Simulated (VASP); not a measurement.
SnGeTe3, 5 atoms in the cell. Symmetry: P4mm, No. 99, tetragonal system. The conventional cell has a = 5.241 Å, b = 5.241 Å, c = 6.444 Å, α = 90.00°, β = 90.00°, γ = 90.00°. Within 4.1 Å of Sn (site symmetry 4mm) lie 8 Te at 3.13 to 3.84 Å. Ge (site symmetry 4mm) has 5 Te at 2.59 to 2.85 Å within 3.4 Å. Within 3.8 Å of Te (site symmetry 2mm) lie 2 Ge at 2.85 Å and 2 Sn at 3.13 Å and 6 Te at 3.71 to 3.78 Å. Te (site symmetry 4mm) has 1 Ge at 2.59 Å within 3.4 Å. The cell was built from a structure type or drawn by symmetry, and may not be a known phase.

```yaml
Program: VASP 6.6.1
Task: single point
Functional: PBE
Potentials_or_basis: VASP PAW PBE potentials, release 64 (Sn_d, Ge_d, Te)
Cutoff: 520 eV
k_mesh: 4 × 4 × 4
Occupations: gaussian, width 0.1 eV
Spin: no spin polarisation
Dipole_correction: no
Further_INCAR_settings: ALGO = Normal; EDIFF = 1e-06; NBANDS = 31
```

Potentials or basis: VASP PAW PBE potentials, release 64 (Sn_d, Ge_d, Te).

Command:

```bash
$ cat potpaw_PBE.64/Sn_d/POTCAR potpaw_PBE.64/Ge_d/POTCAR potpaw_PBE.64/Te/POTCAR > POTCAR
$ mpirun -np 1 vasp_std > vasp.out
```

Hardware: 1 thread of Intel(R) Xeon(R) 6975P-C (Granite Rapids) (shared host).

**Question.** Estimate the wall time of this run.

**Answer.** It took 45 s on 1 thread of Intel(R) Xeon(R) 6975P-C (Granite Rapids) (shared host), peak memory 0.32 GiB. Counts: scf iterations 14, k points 18.
